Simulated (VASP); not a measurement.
Input of a VASP 6.6.1 run:

The input INCAR:

```
SYSTEM = NaH
PREC     = Accurate       ! precision mode
ENCUT    = 520            ! plane-wave cutoff, eV
EDIFF    = 1E-7           ! SCF threshold, eV
ISMEAR   = -1             ! smearing method
SIGMA    = 0.03           ! smearing width, eV
LREAL    = .FALSE.        ! projectors in reciprocal space
LASPH    = .TRUE.         ! aspherical terms in the spheres
NELM     = 60             ! most SCF steps
ALGO     = Normal         ! electronic algorithm
ISIF     = 2              ! what is computed and relaxed
LWAVE    = .FALSE.        ! write WAVECAR
LCHARG   = .FALSE.        ! write CHGCAR
GGA      = PS             ! functional
NBANDS   = 11             ! bands
```

KPOINTS

```
regular mesh
0
G
  9 9 9
  0 0 0
```

File POSCAR:

```
NaH
1.0
    0.0000000000      2.4156000000      2.4400000000
    2.4156000000      0.0000000000      2.4400000000
    2.4156000000      2.4156000000      0.0000000000
Na H
1 1
Direct
    0.0000000000      0.0000000000      0.0000000000
    0.5000000000      0.5000000000      0.5000000000
```

Potentials or basis: VASP PAW PBE potentials, release 64 (Na_pv, H).

Launch:

```bash
$ cat potpaw_PBE.64/Na_pv/POTCAR potpaw_PBE.64/H/POTCAR > POTCAR
$ mpirun -np 1 vasp_std > vasp.out
```

Question: Predict the band gap on the k mesh.

Answer: 3.84 eV (least direct gap 4.59 eV).

Question: Estimate the pressure.

Answer: -0.8 GPa.

Stress tensor (GPa, compression positive):
```
-0.68  0.00  0.00
 0.00 -0.68  0.00
 0.00  0.00 -0.99
```

Caveat: the cell differs from its parent crystal (equal xx and yy strain of -1 %); the PAW data sets were made with another functional, which shifts forces and pressure a little; an odd mesh through Γ misses points on the zone boundary, where band edges can lie.
